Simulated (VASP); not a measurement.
Here is a VASP 6.6.1 calculation.

File POSCAR:

```
BiTe
1.0
    2.4545891627      1.4171577139      3.3609455389
   -2.4545891627      1.4171577139      3.3609455389
    0.0000000000     -2.8343154277      3.3609455389
Bi Te
1 1
Direct
    0.5000000000      0.5000000000      0.5000000000
    0.0000000000      0.0000000000      0.0000000000
```

File INCAR.step1:

```
PREC     = Accurate       # precision mode
ENCUT    = 520            # plane-wave cutoff, eV
ISMEAR   = -1             # smearing method
SIGMA    = 0.05           # smearing width, eV
LREAL    = False          # projectors in reciprocal space
LASPH    = True           # aspherical terms in the spheres
NELM     = 80             # most SCF steps
NBANDS   = 18             # bands
GGA      = PE             # functional
ALGO     = Normal         # electronic algorithm
EDIFF    = 1E-4           # SCF threshold, eV
LWAVE    = True           # write WAVECAR
LCHARG   = False          # write CHGCAR
```

Contents of INCAR.step2:

```
PREC     = Accurate       # precision mode
ENCUT    = 520            # plane-wave cutoff, eV
EDIFF    = 1E-7           # SCF threshold, eV
ISMEAR   = -1             # smearing method
SIGMA    = 0.05           # smearing width, eV
LREAL    = False          # projectors in reciprocal space
LASPH    = True           # aspherical terms in the spheres
NELM     = 80             # most SCF steps
ALGO     = Normal         # electronic algorithm
ISIF     = 2              # what is computed and relaxed
LWAVE    = False          # write WAVECAR
LCHARG   = True           # write CHGCAR
METAGGA  = R2SCAN         # meta-GGA
LMIXTAU  = True         
LELF     = True           # ELF
LVHAR    = True         
NBANDS   = 18             # bands
ISTART   = 1
```

KPOINTS

```
regular mesh
0
Gamma
  7 7 7
```

Potentials or basis: VASP PAW PBE potentials, release 64 (Bi_d, Te).

The run is started by

```console
$ cat potpaw_PBE.64/Bi_d/POTCAR potpaw_PBE.64/Te/POTCAR > POTCAR
$ cp INCAR.step1 INCAR
$ mpirun -np 1 vasp_std > vasp.out
$ cp INCAR.step2 INCAR
$ mpirun -np 1 vasp_std > vasp.out
```

Question: Estimate the pressure.

Answer: -2.4 GPa.

Stress tensor (GPa, compression positive):
```
-2.61  0.00  0.00
 0.00 -2.61  0.00
 0.00  0.00 -1.95
```

Caveat: the PAW data sets were made with another functional, which shifts forces and pressure a little.
